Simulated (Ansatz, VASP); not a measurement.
## Two plane-wave programs on C

File INCAR:

```
SYSTEM = C
  PREC = Accurate
  ENCUT = 600
  EDIFF = 1E-7
  ISMEAR = 0
  SIGMA = 0.1
  LREAL = .False.
  LASPH = .True.
  NELM = 120
  ALGO = Normal
  ISIF = 3
  LWAVE = .False.
  LCHARG = .False.
  GGA = PE
  IBRION = 2
  NSW = 90
  EDIFFG = -0.04
  GGA_COMPAT = .False.
  NELMIN = 4
```

Contents of KPOINTS:

```
Automatic mesh
0
Gamma
  6 6 6
  0 0 0
```

File POSCAR:

```
C
1.0
    3.1539890500      0.0000000000      0.0000000000
    0.0000000000      3.1539890500      0.0000000000
    0.0000000000      0.0000000000      2.5063951700
C
4
Direct
    0.2638941600      0.0000000000      0.0000000000
    0.7361058400      0.0000000000      0.0000000000
    0.0000000000      0.2638941600      0.5000000000
    0.0000000000      0.7361058400      0.5000000000
```

Input for Ansatz:

```yaml
crystal:
  lattice:
    - [3.15398905, 0.0, 0.0]
    - [0.0, 3.15398905, 0.0]
    - [0.0, 0.0, 2.50639517]
  atoms:
    - { symbol: C, position: [0.26389416, 0.0, 0.0] }
    - { symbol: C, position: [0.73610584, 0.0, 0.0] }
    - { symbol: C, position: [0.0, 0.26389416, 0.5] }
    - { symbol: C, position: [0.0, 0.73610584, 0.5] }
basis:
  ecutwfc: 420
kpoints:
  mp_grid: { grid: [6, 6, 6] }
hamiltonian:
  xc: pbe
scf:
  occupations: { method: gaussian, width: 0.1 }
  lower_state_search: "off"
output:
  forces: true
  stress: true
  eigenvalues: true
relax:
  adjacent_minimum: "off"
  f_tol: 0.04
  max_steps: 70
  cell: { stress_tol: 0.4 }
```

Alike in both runs: task relaxation of cell and atoms; functional PBE; k mesh 6 × 6 × 6; occupations gaussian, width 0.1 eV; no spin polarisation.

```csv
,VASP,Ansatz
version,VASP 6.6.1,Ansatz 0.2.0
potentials or method,"VASP PAW PBE potentials, release 64 (C), cutoff 600 eV","scalar-relativistic, plane waves, PAW"
valence electrons in the cell,16,16
```

|  | VASP | Ansatz | Ansatz less VASP |
| --- | --- | --- | --- |
| gap on the k mesh at the Fermi level, each at its own relaxed structure (eV) | none | none | - |
| relaxed volume (Å³/atom) | 7.05 | 7.05 | 0.000 |
| relaxed cell length with the largest relative difference (Å) | 2.353 | 2.354 | +0.0008 |

A gap of «none» marks a metal or a gap that the smearing closes.

The k mesh is coarse, so the values compare programs but aren't converged.
